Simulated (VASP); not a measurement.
# Rb3Sr (Fm-3m) in VASP: single point with PBEsol

Aim: the single point of Rb3Sr with PBEsol.

Program: VASP 6.6.1. These are calculated values, not measurements. Logs are shortened: lines on timing, memory, paths and dates and some standing lists are left out, and cuts for length are marked.

## Step 1: The cell of the first run

It takes space group Fm-3m (No. 225, cubic). Conventional cell: a = 10.881 Å, b = 10.881 Å, c = 10.881 Å, α = 90.00°, β = 90.00°, γ = 90.00°.

## Step 2: Single point, PBEsol

Contents of INCAR:

```
SYSTEM = Rb3Sr
PREC     = Accurate       ! precision mode
ENCUT    = 520            ! plane-wave cutoff, eV
EDIFF    = 1E-7           ! SCF threshold, eV
ISMEAR   = 1              ! smearing method
SIGMA    = 0.1            ! smearing width, eV
LREAL    = .FALSE.        ! projectors in reciprocal space
LASPH    = .TRUE.         ! aspherical terms in the spheres
NELM     = 80             ! most SCF steps
ALGO     = Normal         ! electronic algorithm
ISIF     = 2              ! what is computed and relaxed
LWAVE    = .FALSE.        ! write WAVECAR
LCHARG   = .FALSE.        ! write CHGCAR
GGA      = PS             ! functional
NBANDS   = 26             ! bands
```

Contents of KPOINTS:

```
regular mesh
0
G
  4 4 4
  0 0 0
```

Contents of POSCAR:

```
Rb3Sr
1.0
    0.0000000000      5.4402880000      5.4402880000
    5.4402880000      0.0000000000      5.4402880000
    5.4402880000      5.4402880000      0.0000000000
Rb Sr
3 1
Direct
    0.2500000000      0.2500000000      0.2500000000
    0.7500000000      0.7500000000      0.7500000000
    0.5000000000      0.5000000000      0.5000000000
    0.0000000000      0.0000000000      0.0000000000
```

Potentials or basis: VASP PAW PBE potentials, release 64 (Rb_sv, Sr_sv).

The run is started by

```bash
cat potpaw_PBE.64/Rb_sv/POTCAR potpaw_PBE.64/Sr_sv/POTCAR > POTCAR
mpirun -np 1 vasp_std > vasp.out
```

OUTCAR:

```text
SYSTEM = Rb3Sr
   PREC = Accurate
   ENCUT = 520
   EDIFF = 1E-7
   ISMEAR = 1
   LREAL = .FALSE.
   LASPH = .TRUE.
   NELM = 80
   ISIF = 2
   GGA = PS

 ion  position               nearest neighbor table
   1  0.250  0.250  0.250-   3 4.71   4 4.71   4 4.71   4 4.71   4 4.71   3 4.71   3 4.71   3 4.71
                             2 5.44   2 5.44   2 5.44   2 5.44   2 5.44   2 5.44
   2  0.750  0.750  0.750-   3 4.71   4 4.71   3 4.71   3 4.71   3 4.71   4 4.71   4 4.71   4 4.71
                             1 5.44   1 5.44   1 5.44   1 5.44   1 5.44   1 5.44
   3  0.500  0.500  0.500-   1 4.71   2 4.71   1 4.71   1 4.71   1 4.71   2 4.71   2 4.71   2 4.71
                             4 5.44   4 5.44   4 5.44   4 5.44   4 5.44   4 5.44
   4  0.000  0.000  0.000-   1 4.71   2 4.71   2 4.71   2 4.71   2 4.71   1 4.71   1 4.71   1 4.71
                             3 5.44   3 5.44   3 5.44   3 5.44   3 5.44   3 5.44

  LATTYP: Found a face centered cubic cell.
 ALAT       =    10.8805760000

  Lattice vectors:

 A1 = (   0.0000000000,   5.4402880000,   5.4402880000)
 A2 = (   5.4402880000,   0.0000000000,   5.4402880000)
 A3 = (   5.4402880000,   5.4402880000,   0.0000000000)

Analysis of symmetry for initial positions (statically):
=====================================================================
 Subroutine PRICEL returns:
 Original cell was already a primitive cell.

 Routine SETGRP: Setting up the symmetry group for a
 face centered cubic supercell.

 Subroutine GETGRP returns: Found 48 space group operations
 (whereof 48 operations were pure point group operations)
 out of a pool of 48 trial point group operations.

The static configuration has the point symmetry O_h .

Analysis of symmetry for dynamics (positions and initial velocities):
=====================================================================
 Subroutine PRICEL returns:
 Original cell was already a primitive cell.

 Routine SETGRP: Setting up the symmetry group for a
 face centered cubic supercell.

 Subroutine GETGRP returns: Found 48 space group operations
 (whereof 48 operations were pure point group operations)
 out of a pool of 48 trial point group operations.

The dynamic configuration has the point symmetry O_h .

 Subroutine INISYM returns: Found 48 space group operations
 (whereof 48 operations are pure point group operations),
 and found     1 'primitive' translations

----------------------------------------------------------------------------------------

                                     Primitive cell

  volume of cell :     322.0295

  direct lattice vectors                    reciprocal lattice vectors
     0.000000000  5.440288000  5.440288000    -0.091906899  0.091906899  0.091906899
     5.440288000  0.000000000  5.440288000     0.091906899 -0.091906899  0.091906899
     5.440288000  5.440288000  0.000000000     0.091906899  0.091906899 -0.091906899

  length of vectors
     7.693729073  7.693729073  7.693729073     0.159187419  0.159187419  0.159187419

  position of ions in fractional coordinates (direct lattice)
     0.250000000  0.250000000  0.250000000
     0.750000000  0.750000000  0.750000000
     0.500000000  0.500000000  0.500000000
     0.000000000  0.000000000  0.000000000

  ion indices of the primitive-cell ions
   primitive index   ion index
                 1           1
                 2           2
                 3           3
                 4           4

----------------------------------------------------------------------------------------

 KPOINTS: regular mesh

Automatic generation of k-mesh.
 Grid dimensions read from file:
 generate k-points for:    4    4    4

 Generating k-lattice:

  Cartesian coordinates                     Fractional coordinates (reciprocal lattice)
    -0.022976725  0.022976725  0.022976725     0.250000000  0.000000000  0.000000000
     0.022976725 -0.022976725  0.022976725     0.000000000  0.250000000  0.000000000
     0.022976725  0.022976725 -0.022976725     0.000000000  0.000000000  0.250000000

  Length of vectors
     0.039796855  0.039796855  0.039796855

  Shift w.r.t. Gamma in fractional coordinates (k-lattice)
     0.000000000  0.000000000  0.000000000

 Subroutine IBZKPT returns following result:
 ===========================================

 Found      8 irreducible k-points:

 Following reciprocal coordinates:
            Coordinates               Weight
  0.000000  0.000000  0.000000      1.000000
  0.250000  0.000000  0.000000      8.000000
  0.500000  0.000000  0.000000      4.000000
  0.250000  0.250000  0.000000      6.000000
  0.500000  0.250000  0.000000     24.000000
 -0.250000  0.250000  0.000000     12.000000
  0.500000  0.500000  0.000000      3.000000
 -0.250000  0.500000  0.250000      6.000000
   k-points           NKPTS =      8   k-points in BZ     NKDIM =      8   number of bands    NBANDS=     26
   number of dos      NEDOS =    301   number of ions     NIONS =      4
   total plane-waves  NPLWV = 216000
   dimension x,y,z NGX =    60 NGY =   60 NGZ =   60
   dimension x,y,z NGXF=   120 NGYF=  120 NGZF=  120
   ions per type =               3   1
   NGX,Y,Z   is equivalent  to a cutoff of  12.96, 12.96, 12.96 a.u.
   NGXF,Y,Z  is equivalent  to a cutoff of  25.93, 25.93, 25.93 a.u.
 SYSTEM =  Rb3Sr
   PREC   = accura    normal or accurate (medium, high low for compatibility)
   ISTART =      0    job   : 0-new  1-cont  2-samecut
   ICHARG =      2    charge: 1-file 2-atom 10-const
   ISPIN  =      1    spin polarized calculation?
   LNONCOLLINEAR =      F non collinear calculations
   LSORBIT =      F    spin-orbit coupling
   LASPH  =      T    aspherical Exc in radial PAW
   ENCUT  =  520.0 eV  38.22 Ry    6.18 a.u.  14.31 14.31 14.31*2*pi/ulx,y,z
   NELM   =     80;   NELMIN=  2; NELMDL= -5     # of ELM steps
   EDIFF  = 0.1E-06   stopping-criterion for ELM
   LREAL  =      F    real-space projection
   EDIFFG = 0.1E-05   stopping-criterion for IOM
   NSW    =      0    number of steps for IOM
   IBRION =     -1    ionic relax: 0-MD 1-quasi-New 2-CG
   NFREE  =      0    steps in history (QN), initial steepest desc. (CG)
   ISIF   =      2    stress and relaxation
   ISYM   =      2    0-nonsym 1-usesym 2-fastsym
   POTIM  = 0.5000    time-step for ionic-motion
   TEBEG  =    0.0;   TEEND  =   0.0 temperature during run
   PSTRESS=    0.0 pullay stress
   NELECT =      37.0000    total number of electrons
   NUPDOWN=      -1.0000    fix difference up-down
   EMIN   =  10.00;   EMAX   =-10.00  energy-range for DOS
   EFERMI =   0.00;   METHOD = LEGACY
   ISMEAR =     1;   SIGMA  =   0.10  broadening in eV -4-tet -1-fermi 0-gaus
   EFERMI_NEDOS =   21; number of points for ismear=-14 and -15
   IALGO  =     38    algorithm
   IMIX   =      4    mixing-type and parameters
     AMIX     =   0.40;   BMIX     =  1.00
     AMIX_MAG =   1.60;   BMIX_MAG =  1.00
  volume/ion in A,a.u.               =      80.51       543.29
  Fermi-wavevector in a.u.,A,eV,Ry     =   0.795873  1.503981  8.618108  0.633413
  Thomas-Fermi vector in A             =   1.902285
   LORBIT       =      0    0 simple, 1 ext, 2 COOP (PROOUT), +10 PAW based schemes
   GGA     = PS    functional components
   LHFCALC =     F    Hartree Fock is set to
   AEXX    =    0.0000 exact exchange contribution
   IVDW    =     0    specifies the selected vdW correction
   LEPSILON=     F    determine dielectric tensor
   LRPA    =     F    only Hartree local field effects (RPA)
 non-spin polarized calculation
 Methfessel and Paxton  Order N= 1 SIGMA  =   0.10
  energy-cutoff  :      520.00
  volume of cell :      322.03
 maximum number of plane-waves:      8728
 NGX is ok and might be reduce to    60
   NGX = 29   NGY = 29   NGZ = 29

 number of electron      36.9999999 magnetization

 Free energy of the ion-electron system (eV)
  ---------------------------------------------------
  ext. energy  EPLUGINS =         0.00000000
  ---------------------------------------------------
  free energy    TOTEN  =        -4.35603782 eV

  energy without entropy =       -4.34580651  energy(sigma->0) =       -4.35262738

 E-fermi :   0.1346     XC(G=0):  -5.9706

 val. band max:        0.1242038628   @ k =   0.2500   0.0000   0.0000
 cond. band min:       0.2442913075   @ k =   0.5000   0.5000   0.0000
 fundamental gap:      0.1200874447
 Fermi energy:         0.1345937404

 k-point     1 :       0.0000    0.0000    0.0000
  band No.  band energies     occupation
      1     -37.5220      2.00000
      2     -28.4577      2.00000
      3     -28.3072      2.00000
      4     -28.3060      2.00000
      5     -19.4674      2.00000
      6     -19.4674      2.00000
[... 18 lines left out ...]
     25       1.1965     -0.00000
     26       2.1982      0.00000

 k-point     2 :       0.2500    0.0000    0.0000
  band No.  band energies     occupation
      1     -37.5220      2.00000
      2     -28.4577      2.00000
      3     -28.3070      2.00000
      4     -28.3062      2.00000
      5     -19.4674      2.00000
      6     -19.4674      2.00000
[... 18 lines left out ...]
     25       1.3879     -0.00000
     26       2.5592      0.00000

 k-point     3 :       0.5000    0.0000    0.0000
  band No.  band energies     occupation
      1     -37.5220      2.00000
      2     -28.4576      2.00000
      3     -28.3067      2.00000
      4     -28.3066      2.00000
      5     -19.4675      2.00000
      6     -19.4674      2.00000
[... 18 lines left out ...]
     25       1.5906     -0.00000
     26       1.8913     -0.00000

 k-point     4 :       0.2500    0.2500    0.0000
  band No.  band energies     occupation
      1     -37.5220      2.00000
      2     -28.4576      2.00000
      3     -28.3070      2.00000
      4     -28.3062      2.00000
      5     -19.4674      2.00000
      6     -19.4674      2.00000
[... 18 lines left out ...]
     25       1.5389     -0.00000
     26       2.8898      0.00000

 k-point     5 :       0.5000    0.2500    0.0000
  band No.  band energies     occupation
      1     -37.5220      2.00000
      2     -28.4576      2.00000
      3     -28.3068      2.00000
      4     -28.3065      2.00000
      5     -19.4675      2.00000
      6     -19.4675      2.00000
[... 18 lines left out ...]
     25       1.6277     -0.00000
     26       2.5251      0.00000

 k-point     6 :      -0.2500    0.2500    0.0000
  band No.  band energies     occupation
      1     -37.5220      2.00000
      2     -28.4576      2.00000
      3     -28.3068      2.00000
      4     -28.3064      2.00000
      5     -19.4675      2.00000
      6     -19.4675      2.00000
[... 18 lines left out ...]
     25       1.5800     -0.00000
     26       2.4137      0.00000

 k-point     7 :       0.5000    0.5000    0.0000
  band No.  band energies     occupation
      1     -37.5220      2.00000
      2     -28.4576      2.00000
      3     -28.3069      2.00000
      4     -28.3064      2.00000
      5     -19.4675      2.00000
      6     -19.4675      2.00000
[... 18 lines left out ...]
     25       1.6941     -0.00000
     26       2.6995      0.00000

 k-point     8 :      -0.2500    0.5000    0.2500
  band No.  band energies     occupation
      1     -37.5220      2.00000
      2     -28.4576      2.00000
      3     -28.3067      2.00000
      4     -28.3067      2.00000
      5     -19.4675      2.00000
      6     -19.4675      2.00000
[... 18 lines left out ...]
     25       1.7018     -0.00000
     26       2.6768      0.00000

------------------------ aborting loop because EDIFF is reached ----------------------------------------

  FORCE on cell =-STRESS in cart. coord.  units (eV):
  Direction    XX          YY          ZZ          XY          YZ          ZX
  --------------------------------------------------------------------------------------
  -------------------------------------------------------------------------------------
  Total       -0.4626003     -0.4626003     -0.4626003     -0.0000000     -0.0000000      0.0000000
  in kB       -2.3015521     -2.3015521     -2.3015521     -0.0000000     -0.0000000      0.0000000
  external PRESSURE =      -2.3015521 kB  Pullay stress =       0.0000000 kB

 VOLUME and BASIS-vectors are now :
 -----------------------------------------------------------------------------
  energy-cutoff  :      520.00
  volume of cell :      322.03
      direct lattice vectors                 reciprocal lattice vectors
     0.000000000  5.440288000  5.440288000    -0.091906899  0.091906899  0.091906899
     5.440288000  0.000000000  5.440288000     0.091906899 -0.091906899  0.091906899
     5.440288000  5.440288000  0.000000000     0.091906899  0.091906899 -0.091906899

 POSITION                                       TOTAL-FORCE (eV/Angst)
 -----------------------------------------------------------------------------------
      2.72014      2.72014      2.72014        -0.000000     -0.000000     -0.000000
      8.16043      8.16043      8.16043         0.000000      0.000000      0.000000
      5.44029      5.44029      5.44029         0.000000     -0.000000     -0.000000
      0.00000      0.00000      0.00000         0.000000     -0.000000     -0.000000
 -----------------------------------------------------------------------------------
    total drift:                                0.000000      0.000000     -0.000000

  FREE ENERGIE OF THE ION-ELECTRON SYSTEM (eV)
  ---------------------------------------------------
  free  energy   TOTEN  =        -4.3560378208 eV

  energy  without entropy=       -4.3458065074  energy(sigma->0) =       -4.35262738
```

Wall time 79 s (1 thread of Intel Xeon Platinum 8259CL at 2.50GHz (Skylake/Cascade Lake), shared host); peak memory 0.47 GiB.

What came out:

```yaml
Free_energy: -4.3560 eV
Pressure: -0.2 GPa
Band_gap_on_the_k_mesh: zero (an odd number of electrons rules out a gap without spin polarisation)
```

Caveat: the PAW data sets were made with another functional, which shifts forces and pressure a little.
